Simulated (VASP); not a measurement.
**MgS: single point with PBEsol**

The system is MgS.

```
Mg S
1.0
    -0.03430    2.81966    2.81966
     2.81966   -0.03430    2.81966
     2.81966    2.81966   -0.03430
Mg S
1 1
Direct
  0.99882 0.99882 0.99882
  0.25118 0.25118 0.25118
```

| Item | Value |
| --- | --- |
| Program | VASP 6.6.1 |
| Task | single point |
| Functional | PBEsol |
| Potentials or basis | VASP PAW PBE potentials, release 64 (Mg, S) |
| Cutoff | 600 eV |
| k mesh | 6 × 6 × 6 |
| Occupations | gaussian, width 0.01 eV |
| Spin | no spin polarisation |
| Dipole correction | no |
| Further INCAR settings | ALGO = Normal; EDIFF = 1e-06; NBANDS = 11 |

| Quantity | Value |
| --- | --- |
| Pressure | -0.7 GPa |
| Band gap on the k mesh | 3.19 eV |

Stress tensor (GPa, compression positive):
```
-0.73  0.34  0.34
 0.34 -0.73  0.34
 0.34  0.34 -0.73
```

Levels at points of the mesh, in eV from the valence-band top:
```tsv
k point	band 1	band 2	band 3	band 4	band 5	band 6	band 7	band 8
(0.00, 0.00, 0.00)	-11.32	-0.10	-0.10	0.00	3.19	7.71	7.71	7.95
(0.50, 0.00, 0.00)	-10.64	-3.24	-0.41	-0.35	4.93	7.43	7.56	8.32
(0.50, 0.50, 0.00)	-10.41	-2.90	-1.16	-1.06	3.64	5.47	10.89	12.01
(0.50, 0.50, 0.50)	-10.61	-3.20	-0.46	-0.46	4.83	7.36	7.36	8.33
```

Run time: 12 s on 1 thread of Intel(R) Xeon(R) Platinum 8259CL CPU @ 2.50GHz (Skylake/Cascade Lake), with other jobs on the host, peak memory 0.18 GiB.

Caveat: the PAW data sets were made with another functional, which shifts forces and pressure a little. A k mesh can miss the band edges.
